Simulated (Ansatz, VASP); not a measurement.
## H4SO: VASP beside Ansatz

```
CELL_PARAMETERS angstrom
0.00000 2.66531 2.66531
2.66531 0.00000 2.66531
2.66531 2.66531 0.00000
ATOMIC_POSITIONS crystal
H 0.74120 0.41960 0.41960
H 0.41960 0.41960 0.41960
H 0.41960 0.74120 0.41960
H 0.41960 0.41960 0.74120
S 0.00000 0.00000 0.00000
O 0.75000 0.75000 0.75000
```

Change from the starting cell: species swapped into the ErCdCu4 type (F-43m, No. 216).

Alike in both runs: functional PBE; dispersion D3(BJ); k mesh 6 × 6 × 6; occupations gaussian, width 0.1 eV; collinear spin.

Ansatz relaxed the structure, and its values are those at the end. VASP's run is a single point on that final structure, the one shown.

|  | VASP | Ansatz |
| --- | --- | --- |
| version | VASP 6.6.1 | Ansatz 0.2.0 |
| potentials or method | VASP PAW PBE potentials, release 64 (H, S, O), cutoff 520 eV | scalar-relativistic, plane waves, PAW |
| valence electrons in the cell | 16 | 16 |

VASP gave:

```
gap on the k mesh at the Fermi level (eV)                     : none
pressure (GPa)                                                : -0.3
net moment per atom (μB)                                      : 0.06
size of the moment on the site where the two differ most (μB) : 0.21
```

Which values does Ansatz return?

gap on the k mesh at the Fermi level (eV): none; pressure (GPa): 0.0; net moment per atom (μB): 0.06; size of the moment on the site where the two differ most (μB): 0.23.

Site moments also hang on the region over which each program counts them. A gap of «none» marks a metal or a gap that the smearing closes. Ansatz's warnings: seeded moment not kept.
